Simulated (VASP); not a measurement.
# KF (Fm-3m) in VASP: further runs

KF is run at these levels: PBE, r2SCAN, PBEsol; tasks: single point.

Program: VASP 6.6.1. These are calculated values, not measurements. Logs are shortened: lines on timing, memory, paths and dates and some standing lists are left out, and cuts for length are marked.

## Step 1: The cell of the first run

The structure is cubic, space group Fm-3m (No. 225). Conventional cell: a = 5.318 Å, b = 5.318 Å, c = 5.318 Å, α = 90.00°, β = 90.00°, γ = 90.00°. Within 3.5 Å of K (site symmetry m-3m) lie 6 F at 2.66 Å. Within 3.5 Å of F (site symmetry m-3m) lie 6 K at 2.66 Å.

## Step 2: Single point, PBE

INCAR reads:

```
  ALGO = Normal
  EDIFF = 1E-7
  ENCUT = 520
  GGA = PE
  ISIF = 2
  ISMEAR = 0
  LASPH = T
  LCHARG = T
  LELF = T
  LREAL = F
  LVHAR = T
  LWAVE = F
  NBANDS = 15
  NELM = 60
  PREC = Accurate
  SIGMA = 0.01
```

KPOINTS reads:

```
k-points
0
Gamma
  6 6 6
```

POSCAR reads:

```
KF
1.0
    0.0000000000      2.6589605792      2.6589605792
    2.6589605792      0.0000000000      2.6589605792
    2.6589605792      2.6589605792      0.0000000000
K F
1 1
Direct
    0.0000000000      0.0000000000      0.0000000000
    0.5000000000      0.5000000000      0.5000000000
```

Potentials or basis: VASP PAW PBE potentials, release 64 (K_sv, F).

Command:

```
cat potpaw_PBE.64/K_sv/POTCAR potpaw_PBE.64/F/POTCAR > POTCAR
mpirun -np 1 vasp_std > vasp.out
```

OUTCAR:

```text
EDIFF = 1E-7
   ENCUT = 520
   GGA = PE
   ISIF = 2
   ISMEAR = 0
   LASPH = T
   LREAL = F
   NELM = 60
   PREC = Accurate

 ion  position               nearest neighbor table
   1  0.000  0.000  0.000-   2 2.66   2 2.66   2 2.66   2 2.66   2 2.66   2 2.66
   2  0.500  0.500  0.500-   1 2.66   1 2.66   1 2.66   1 2.66   1 2.66   1 2.66

  LATTYP: Found a face centered cubic cell.
 ALAT       =     5.3179211584

  Lattice vectors:

 A1 = (   0.0000000000,   2.6589605792,   2.6589605792)
 A2 = (   2.6589605792,   0.0000000000,   2.6589605792)
 A3 = (   2.6589605792,   2.6589605792,   0.0000000000)

Analysis of symmetry for initial positions (statically):
=====================================================================
 Subroutine PRICEL returns:
 Original cell was already a primitive cell.

 Routine SETGRP: Setting up the symmetry group for a
 face centered cubic supercell.

 Subroutine GETGRP returns: Found 48 space group operations
 (whereof 48 operations were pure point group operations)
 out of a pool of 48 trial point group operations.

The static configuration has the point symmetry O_h .

Analysis of symmetry for dynamics (positions and initial velocities):
=====================================================================
 Subroutine PRICEL returns:
 Original cell was already a primitive cell.

 Routine SETGRP: Setting up the symmetry group for a
 face centered cubic supercell.

 Subroutine GETGRP returns: Found 48 space group operations
 (whereof 48 operations were pure point group operations)
 out of a pool of 48 trial point group operations.

The dynamic configuration has the point symmetry O_h .

 Subroutine INISYM returns: Found 48 space group operations
 (whereof 48 operations are pure point group operations),
 and found     1 'primitive' translations

----------------------------------------------------------------------------------------

                                     Primitive cell

  volume of cell :      37.5981

  direct lattice vectors                    reciprocal lattice vectors
     0.000000000  2.658960579  2.658960579    -0.188043405  0.188043405  0.188043405
     2.658960579  0.000000000  2.658960579     0.188043405 -0.188043405  0.188043405
     2.658960579  2.658960579  0.000000000     0.188043405  0.188043405 -0.188043405

  length of vectors
     3.760338113  3.760338113  3.760338113     0.325700731  0.325700731  0.325700731

  position of ions in fractional coordinates (direct lattice)
     0.000000000  0.000000000  0.000000000
     0.500000000  0.500000000  0.500000000

  ion indices of the primitive-cell ions
   primitive index   ion index
                 1           1
                 2           2

----------------------------------------------------------------------------------------

 KPOINTS: k-points

Automatic generation of k-mesh.
 Grid dimensions read from file:
 generate k-points for:    6    6    6

 Generating k-lattice:

  Cartesian coordinates                     Fractional coordinates (reciprocal lattice)
    -0.031340567  0.031340567  0.031340567     0.166666667  0.000000000  0.000000000
     0.031340567 -0.031340567  0.031340567     0.000000000  0.166666667  0.000000000
     0.031340567  0.031340567 -0.031340567     0.000000000  0.000000000  0.166666667

  Length of vectors
     0.054283455  0.054283455  0.054283455

  Shift w.r.t. Gamma in fractional coordinates (k-lattice)
     0.000000000  0.000000000  0.000000000

 Subroutine IBZKPT returns following result:
 ===========================================

 Found     16 irreducible k-points:

 Following reciprocal coordinates:
            Coordinates               Weight
  0.000000  0.000000  0.000000      1.000000
  0.166667  0.000000  0.000000      8.000000
  0.333333  0.000000  0.000000      8.000000
  0.500000  0.000000  0.000000      4.000000
  0.166667  0.166667  0.000000      6.000000
  0.333333  0.166667  0.000000     24.000000
[... 8 lines left out ...]
 -0.333333  0.333333  0.166667     24.000000
 -0.333333  0.500000  0.166667     12.000000
   k-points           NKPTS =     16   k-points in BZ     NKDIM =     16   number of bands    NBANDS=     15
   number of dos      NEDOS =    301   number of ions     NIONS =      2
   total plane-waves  NPLWV =  21952
   dimension x,y,z NGX =    28 NGY =   28 NGZ =   28
   dimension x,y,z NGXF=    56 NGYF=   56 NGZF=   56
   ions per type =               1   1
   NGX,Y,Z   is equivalent  to a cutoff of  12.38, 12.38, 12.38 a.u.
   NGXF,Y,Z  is equivalent  to a cutoff of  24.76, 24.76, 24.76 a.u.
 SYSTEM =  unknown system
   PREC   = accura    normal or accurate (medium, high low for compatibility)
   ISTART =      0    job   : 0-new  1-cont  2-samecut
   ICHARG =      2    charge: 1-file 2-atom 10-const
   ISPIN  =      1    spin polarized calculation?
   LNONCOLLINEAR =      F non collinear calculations
   LSORBIT =      F    spin-orbit coupling
   LASPH  =      T    aspherical Exc in radial PAW
   ENCUT  =  520.0 eV  38.22 Ry    6.18 a.u.   6.99  6.99  6.99*2*pi/ulx,y,z
   NELM   =     60;   NELMIN=  2; NELMDL= -5     # of ELM steps
   EDIFF  = 0.1E-06   stopping-criterion for ELM
   LREAL  =      F    real-space projection
   EDIFFG = 0.1E-05   stopping-criterion for IOM
   NSW    =      0    number of steps for IOM
   IBRION =     -1    ionic relax: 0-MD 1-quasi-New 2-CG
   NFREE  =      0    steps in history (QN), initial steepest desc. (CG)
   ISIF   =      2    stress and relaxation
   ISYM   =      2    0-nonsym 1-usesym 2-fastsym
   POTIM  = 0.5000    time-step for ionic-motion
   TEBEG  =    0.0;   TEEND  =   0.0 temperature during run
   PSTRESS=    0.0 pullay stress
   NELECT =      16.0000    total number of electrons
   NUPDOWN=      -1.0000    fix difference up-down
   EMIN   =  10.00;   EMAX   =-10.00  energy-range for DOS
   EFERMI =   0.00;   METHOD = LEGACY
   ISMEAR =     0;   SIGMA  =   0.01  broadening in eV -4-tet -1-fermi 0-gaus
   EFERMI_NEDOS =   21; number of points for ismear=-14 and -15
   IALGO  =     38    algorithm
   IMIX   =      4    mixing-type and parameters
     AMIX     =   0.40;   BMIX     =  1.00
     AMIX_MAG =   1.60;   BMIX_MAG =  1.00
  volume/ion in A,a.u.               =      18.80       126.86
  Fermi-wavevector in a.u.,A,eV,Ry     =   1.231382  2.326975 20.630548  1.516303
  Thomas-Fermi vector in A             =   2.366194
   LORBIT       =      0    0 simple, 1 ext, 2 COOP (PROOUT), +10 PAW based schemes
   GGA     = PE    functional components
   LHFCALC =     F    Hartree Fock is set to
   AEXX    =    0.0000 exact exchange contribution
   IVDW    =     0    specifies the selected vdW correction
   LEPSILON=     F    determine dielectric tensor
   LRPA    =     F    only Hartree local field effects (RPA)
 non-spin polarized calculation
 Gauss-broadening in eV      SIGMA  =   0.01
  energy-cutoff  :      520.00
  volume of cell :       37.60
 maximum number of plane-waves:      1020
   NGX = 13   NGY = 13   NGZ = 13

 number of electron      16.0000010 magnetization

 Free energy of the ion-electron system (eV)
  ---------------------------------------------------
  ext. energy  EPLUGINS =         0.00000000
  ---------------------------------------------------
  free energy    TOTEN  =        -8.28358860 eV

  energy without entropy =       -8.28358860  energy(sigma->0) =       -8.28358860

 E-fermi :  -2.6423     XC(G=0):  -8.4698

 val. band max:       -2.7652612949   @ k =   0.0000   0.0000   0.0000
 cond. band min:       3.4771665978   @ k =   0.0000   0.0000   0.0000
 fundamental gap:      6.2424278927
 Fermi energy:        -2.6423229338

 k-point     1 :       0.0000    0.0000    0.0000
  band No.  band energies     occupation
      1     -28.8629      2.00000
      2     -21.4291      2.00000
      3     -12.1024      2.00000
      4     -12.1024      2.00000
      5     -12.1024      2.00000
      6      -2.7653      2.00000
      7      -2.7653      2.00000
      8      -2.7653      2.00000
      9       3.4772      0.00000
     10       7.9543      0.00000
     11       7.9543      0.00000
     12       7.9543      0.00000
     13       9.6455      0.00000
     14       9.6455      0.00000
     15      14.2713      0.00000

 k-point     2 :       0.1667    0.0000    0.0000
  band No.  band energies     occupation
      1     -28.8378      2.00000
      2     -21.4530      2.00000
      3     -12.1741      2.00000
      4     -12.1120      2.00000
      5     -12.1120      2.00000
      6      -3.0024      2.00000
      7      -2.8579      2.00000
      8      -2.8579      2.00000
      9       4.2291      0.00000
     10       7.5732      0.00000
     11       8.3208      0.00000
     12       8.3208      0.00000
     13       9.9100      0.00000
     14       9.9100      0.00000
     15      15.4943      0.00000

 k-point     3 :       0.3333    0.0000    0.0000
  band No.  band energies     occupation
      1     -28.7870      2.00000
      2     -21.5008      2.00000
      3     -12.3153      2.00000
      4     -12.1307      2.00000
      5     -12.1307      2.00000
      6      -3.4001      2.00000
      7      -3.0372      2.00000
      8      -3.0372      2.00000
      9       5.7853      0.00000
     10       7.3820      0.00000
     11       9.0553      0.00000
     12       9.0553      0.00000
     13      10.7538      0.00000
     14      10.7538      0.00000
     15      15.1549      0.00000

 k-point     4 :       0.5000    0.0000    0.0000
  band No.  band energies     occupation
      1     -28.7613      2.00000
      2     -21.5250      2.00000
      3     -12.3848      2.00000
      4     -12.1399      2.00000
      5     -12.1399      2.00000
      6      -3.5737      2.00000
      7      -3.1240      2.00000
      8      -3.1240      2.00000
      9       6.3640      0.00000
     10       7.9498      0.00000
     11       9.3758      0.00000
     12       9.3758      0.00000
     13      11.6318      0.00000
     14      11.6319      0.00000
     15      13.5336      0.00000
[... 163 lines left out ...]
 k-point    14 :       0.5000    0.3333    0.1667
  band No.  band energies     occupation
      1     -28.7582      2.00000
      2     -21.4860      2.00000
      3     -12.4082      2.00000
      4     -12.3511      2.00000
      5     -12.1859      2.00000
      6      -3.2700      2.00000
      7      -3.0429      2.00000
      8      -2.8763      2.00000
      9       6.5437      0.00000
     10       6.7183      0.00000
     11       9.0052      0.00000
     12      10.2387      0.00000
     13      10.6168      0.00000
     14      11.8050      0.00000
     15      13.6908      0.00000

 k-point    15 :      -0.3333    0.3333    0.1667
  band No.  band energies     occupation
      1     -28.7426      2.00000
      2     -21.4883      2.00000
      3     -12.4687      2.00000
      4     -12.4185      2.00000
      5     -12.1868      2.00000
      6      -3.2521      2.00000
      7      -2.9969      2.00000
      8      -2.9750      2.00000
      9       6.8546      0.00000
     10       7.1941      0.00000
     11       8.7555      0.00000
     12      10.5174      0.00000
     13      11.1390      0.00000
     14      12.3802      0.00000
     15      12.8733      0.00000

 k-point    16 :      -0.3333    0.5000    0.1667
  band No.  band energies     occupation
      1     -28.7371      2.00000
      2     -21.4693      2.00000
      3     -12.5965      2.00000
      4     -12.4153      2.00000
      5     -12.2250      2.00000
      6      -3.0916      2.00000
      7      -2.9545      2.00000
      8      -2.8815      2.00000
      9       6.2075      0.00000
     10       7.9309      0.00000
     11       8.2597      0.00000
     12      10.8533      0.00000
     13      11.5602      0.00000
     14      12.4484      0.00000
     15      12.6884      0.00000

------------------------ aborting loop because EDIFF is reached ----------------------------------------

  FORCE on cell =-STRESS in cart. coord.  units (eV):
  Direction    XX          YY          ZZ          XY          YZ          ZX
  --------------------------------------------------------------------------------------
  -------------------------------------------------------------------------------------
  Total        0.4611919      0.4611919      0.4611919      0.0000000     -0.0000000      0.0000000
  in kB       19.6528979     19.6528979     19.6528979      0.0000000     -0.0000000      0.0000000
  external PRESSURE =      19.6528979 kB  Pullay stress =       0.0000000 kB

 VOLUME and BASIS-vectors are now :
 -----------------------------------------------------------------------------
  energy-cutoff  :      520.00
  volume of cell :       37.60
      direct lattice vectors                 reciprocal lattice vectors
     0.000000000  2.658960579  2.658960579    -0.188043405  0.188043405  0.188043405
     2.658960579  0.000000000  2.658960579     0.188043405 -0.188043405  0.188043405
     2.658960579  2.658960579  0.000000000     0.188043405  0.188043405 -0.188043405

 POSITION                                       TOTAL-FORCE (eV/Angst)
 -----------------------------------------------------------------------------------
      0.00000      0.00000      0.00000         0.000000      0.000000      0.000000
      2.65896      2.65896      2.65896        -0.000000     -0.000000     -0.000000
 -----------------------------------------------------------------------------------
    total drift:                                0.000000      0.000000      0.000000

  FREE ENERGIE OF THE ION-ELECTRON SYSTEM (eV)
  ---------------------------------------------------
  free  energy   TOTEN  =        -8.2835885989 eV

  energy  without entropy=       -8.2835885989  energy(sigma->0) =       -8.28358860
```

Wall time 8 s (1 thread of AMD EPYC 7R13 (Zen 3), shared host); peak memory 0.12 GiB.

What came out:

```
Free energy            : -8.2836 eV
Pressure               : 2.0 GPa
Band gap on the k mesh : 6.24 eV, direct
```

Levels at points of the mesh, in eV from the valence-band top:
```csv
k point,band 6,band 7,band 8,band 9,band 10,band 11
"(0.00, 0.00, 0.00)",0.00,0.00,0.00,6.24,10.72,10.72
"(0.50, 0.00, 0.00)",-0.81,-0.36,-0.36,9.13,10.72,12.14
"(0.50, 0.50, 0.00)",-0.21,-0.05,-0.05,8.21,10.38,11.93
```

As with any semilocal functional, this PBE gap is likely too small.

## Step 3: Single point, PBE

INCAR reads:

```
SYSTEM = KF
PREC     = Accurate       ! precision mode
ENCUT    = 520            ! plane-wave cutoff, eV
EDIFF    = 1E-7           ! SCF threshold, eV
ISMEAR   = 0              ! smearing method
SIGMA    = 0.01           ! smearing width, eV
LREAL    = .FALSE.        ! projectors in reciprocal space
LASPH    = .TRUE.         ! aspherical terms in the spheres
NELM     = 100            ! most SCF steps
ALGO     = Normal         ! electronic algorithm
ISIF     = 2              ! what is computed and relaxed
LWAVE    = .FALSE.        ! write WAVECAR
LCHARG   = .FALSE.        ! write CHGCAR
GGA      = PE             ! functional
NBANDS   = 15             ! bands
```

KPOINTS reads:

```
regular mesh
0
G
  6 6 6
  0 0 0
```

POSCAR is that of step 2.

Potentials or basis: VASP PAW PBE potentials, release 64 (K_sv, F).

Command:

```
cat potpaw_PBE.64/K_sv/POTCAR potpaw_PBE.64/F/POTCAR > POTCAR
mpirun -np 1 vasp_std > vasp.out
```

It took 7.3 s on 1 thread of AMD EPYC 7R13 (Zen 3), shared host; peak memory 0.12 GiB.

Results (log left out):

- Free energy: -8.2836 eV
- Pressure: 2.0 GPa
- Band gap on the k mesh: 6.24 eV, direct

Levels at points of the mesh, in eV from the valence-band top:
```tsv
k point	band 5	band 6	band 7	band 8	band 9	band 10	band 11	band 12
(0.00, 0.00, 0.00)	-9.34	0.00	0.00	0.00	6.24	10.72	10.72	10.72
(0.50, 0.00, 0.00)	-9.37	-0.81	-0.36	-0.36	9.13	10.72	12.14	12.14
(0.50, 0.50, 0.00)	-9.56	-0.21	-0.05	-0.05	8.21	10.38	11.93	13.69
```

## Step 4: Single point, r2SCAN

POSCAR is that of step 3.

INCAR.step1 reads:

```
SYSTEM = KF
PREC     = Accurate       ! precision mode
ENCUT    = 520            ! plane-wave cutoff, eV
ISMEAR   = 0              ! smearing method
SIGMA    = 0.01           ! smearing width, eV
LREAL    = .FALSE.        ! projectors in reciprocal space
LASPH    = .TRUE.         ! aspherical terms in the spheres
NELM     = 60             ! most SCF steps
NBANDS   = 15             ! bands
GGA      = PE             ! functional
ALGO     = Normal         ! electronic algorithm
EDIFF    = 1E-4           ! SCF threshold, eV
LWAVE    = .TRUE.         ! write WAVECAR
LCHARG   = .FALSE.        ! write CHGCAR
```

INCAR.step2 reads:

```
SYSTEM = KF
PREC     = Accurate       ! precision mode
ENCUT    = 520            ! plane-wave cutoff, eV
EDIFF    = 1E-6           ! SCF threshold, eV
ISMEAR   = 0              ! smearing method
SIGMA    = 0.01           ! smearing width, eV
LREAL    = .FALSE.        ! projectors in reciprocal space
LASPH    = .TRUE.         ! aspherical terms in the spheres
NELM     = 60             ! most SCF steps
ALGO     = Normal         ! electronic algorithm
ISIF     = 2              ! what is computed and relaxed
LWAVE    = .FALSE.        ! write WAVECAR
LCHARG   = .FALSE.        ! write CHGCAR
METAGGA  = R2SCAN         ! meta-GGA
LMIXTAU  = .TRUE.       
NBANDS   = 15             ! bands
ISTART   = 1
```

KPOINTS is that of step 3.

Command:

```
cat potpaw_PBE.64/K_sv/POTCAR potpaw_PBE.64/F/POTCAR > POTCAR
cp INCAR.step1 INCAR
mpirun -np 1 vasp_std > vasp.out
cp INCAR.step2 INCAR
mpirun -np 1 vasp_std > vasp.out
```

Run time: 34 s. Hardware: 1 thread of AMD EPYC 7R13 (Zen 3), shared host; peak memory 0.13 GiB.

It converged, with:

```
Free energy            : -14.9729 eV
Pressure               : 0.0 GPa
Band gap on the k mesh : 6.91 eV, direct
```

Levels at points of the mesh, in eV from the valence-band top:
```tsv
k point	band 5	band 6	band 7	band 8	band 9	band 10	band 11	band 12
(0.00, 0.00, 0.00)	-9.56	0.00	0.00	0.00	6.91	11.49	11.49	11.49
(0.50, 0.00, 0.00)	-9.59	-0.78	-0.35	-0.35	9.74	11.36	12.99	12.99
(0.50, 0.50, 0.00)	-9.78	-0.20	-0.05	-0.05	8.78	11.31	12.54	14.71
```

Caveat: the PAW data sets were made with another functional, which shifts forces and pressure a little. r2SCAN opens gaps a little over a GGA but as a rule still falls short of measured ones.

## Step 5: Single point, PBEsol

INCAR reads:

```
PREC = Accurate
ENCUT = 600
EDIFF = 1E-6
ISMEAR = 0
SIGMA = 0.01
LREAL = False
LASPH = True
NELM = 120
ALGO = Normal
ISIF = 2
LWAVE = False
LCHARG = False
GGA = PS
NBANDS = 15
GGA_COMPAT = False
```

KPOINTS reads:

```
regular mesh
0
Gamma
  4 4 4
```

POSCAR is that of step 4.

Command:

```
cat potpaw_PBE.64/K_sv/POTCAR potpaw_PBE.64/F/POTCAR > POTCAR
mpirun -np 1 vasp_std > vasp.out
```

It took 8.3 s on 1 thread of AMD EPYC 7R43 (Zen 3), shared host; peak memory 0.13 GiB.

The run converged. Its results:

```yaml
Free_energy: -8.5218 eV
Pressure: -0.2 GPa
Band_gap_on_the_k_mesh: 6.10 eV, direct
```

Levels at points of the mesh, in eV from the valence-band top:
```csv
k point,band 5,band 6,band 7,band 8,band 9,band 10,band 11,band 12
"(0.00, 0.00, 0.00)",-9.22,0.00,0.00,0.00,6.10,10.67,10.67,10.67
"(0.50, 0.00, 0.00)",-9.26,-0.83,-0.37,-0.37,9.03,10.57,12.12,12.12
"(0.50, 0.50, 0.00)",-9.45,-0.21,-0.05,-0.05,8.11,10.32,11.77,13.68
```

Caveat: the k points lie up to 0.51 Å⁻¹ apart; the PAW data sets were made with another functional, which shifts forces and pressure a little.

## Step 6: The runs side by side

```csv
level,k mesh,cutoff (eV),gap on the mesh (eV),pressure (GPa)
PBE,6 × 6 × 6,520,6.24,2.0
r2SCAN,6 × 6 × 6,520,6.91,0.0
PBEsol,4 × 4 × 4,600,6.10,-0.2
```

Alike in all rows: task single point; potentials or basis VASP PAW PBE potentials, release 64 (K_sv, F); no spin polarisation; cell as given; smearing gaussian 0.01 eV.

Caveats: some runs use coarse meshes; the PAW data sets were made with another functional, which shifts forces and pressure a little (some runs).

Absolute energies hang on the potentials; compare differences alone.
